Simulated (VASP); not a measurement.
Input of a VASP 6.6.1 run:

INCAR

```
ALGO = Fast
EDIFF = 1E-6
ENCUT = 520
GGA = PE
ISIF = 2
ISMEAR = 0
LASPH = T
LCHARG = F
LREAL = F
LWAVE = F
NBANDS = 25
NELM = 80
PREC = Accurate
SIGMA = 0.1
```

Contents of KPOINTS:

```
k-points
0
Gamma
  18 18 6
```

POSCAR

```
Zn
1.0
    2.2360255213     -1.2895640955      0.0128971067
    2.2360255213      1.2895640955      0.0128971067
   -1.5274596149      0.0000000000      7.0355189979
Zn
3
Direct
    0.0000000000      0.0000000000      0.0000000000
    0.2219331118      0.2219331118      0.6659045672
    0.7780668882      0.7780668882      0.3340954328
```

Potentials or basis: VASP PAW PBE potentials, release 64 (Zn).

Command:

```sh
$ cat potpaw_PBE.64/Zn/POTCAR > POTCAR
$ mpirun -np 1 vasp_std > vasp.out
```

**Question.** What does it give for the pressure?

**Answer.** 11.1 GPa.

**Question.** Predict the band gap on the k mesh.

**Answer.** Zero (bands 18 and 19 overlap by 4.38 eV).

Forces on the atoms (eV/Å):
```
Zn   0.000  0.000  0.000
Zn   0.002  0.000 -0.002
Zn  -0.002  0.000  0.002
```

Caveat: the cell stands under pressure.
